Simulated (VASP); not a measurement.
Crystal: C.

```
C
1.0
     2.10039    0.00000    0.00000
    -1.05019    1.81899    0.00000
     0.00000    0.00000    3.40263
C
2
Direct
  0.33333 0.66667 0.25000
  0.66667 0.33333 0.75000
```

| Property | Result |
| --- | --- |
| Program | VASP 6.6.1 |
| Task | relaxation of cell and atoms |
| Functional | PBE |
| Potentials or basis | VASP PAW PBE potentials, release 64 (C) |
| Cutoff | 600 eV |
| k mesh | 21 × 21 × 11 |
| Occupations | fermi-dirac, width 0.1 eV |
| Spin | no spin polarisation |

At the start: pressure 11.1 GPa; volume 6.50 Å³/atom.

Problem. Where does the relaxation end?

Solution. Over 21 steps the energy falls by 369.6 meV/atom and the volume is 6.80 Å³/atom (+4.6 %); space group P6_3/mmc (No. 194, to 0.05 Å).

The path:
| step | energy change (eV) | largest force (eV/Å) | pressure (GPa) | volume (Å³) |
| --- | --- | --- | --- | --- |
| 1 | 0.0000 | 0.0000 | 11.14 | 13.00 |
| 2 | -0.0321 | 0.0000 | 0.27 | 13.87 |
| 3 | -0.0323 | 0.0000 | -0.57 | 13.95 |
| 4 | -0.0365 | 0.0000 | -0.56 | 13.96 |
| 5 | -0.0528 | 0.0000 | -0.60 | 13.99 |
| 6 | -0.1118 | 0.0000 | -1.15 | 14.01 |
| 7 | -0.2546 | 0.0000 | 0.01 | 13.91 |
| 8 | -0.6414 | 0.0000 | 6.56 | 13.17 |
| 9 | 7.7132 | 0.0000 | 366.66 | 10.16 |
| 10 | -0.6789 | 0.0000 | 6.43 | 13.06 |
| 11 | -0.5531 | 0.0000 | 34.31 | 12.47 |
| 12 | -0.7120 | 0.0000 | 10.12 | 12.88 |
| 13 | -0.7068 | 0.0000 | 14.51 | 12.79 |
| 14 | -0.7356 | 0.0000 | 2.95 | 13.34 |
| 15 | -0.7369 | 0.0000 | 0.29 | 13.52 |
| 16 | -0.7369 | 0.0000 | 0.50 | 13.51 |
| 17 | -0.7386 | 0.0000 | 0.09 | 13.56 |
| 18 | -0.7392 | 0.0000 | -0.23 | 13.60 |
| 19 | -0.7392 | 0.0000 | -0.24 | 13.61 |
| 20 | -0.7392 | 0.0000 | -0.25 | 13.61 |
| 21 | -0.7392 | 0.0000 | -0.04 | 13.60 |

Final structure:
```yaml
crystal:
  lattice:
    - [1.71891, 0.00000, 0.00000]
    - [-0.85945, 1.48862, 0.00000]
    - [0.00000, 0.00000, 5.31348]
  atoms:
    - { symbol: C, position: [0.33333, 0.66667, 0.25000] }
    - { symbol: C, position: [0.66667, 0.33333, 0.75000] }
```
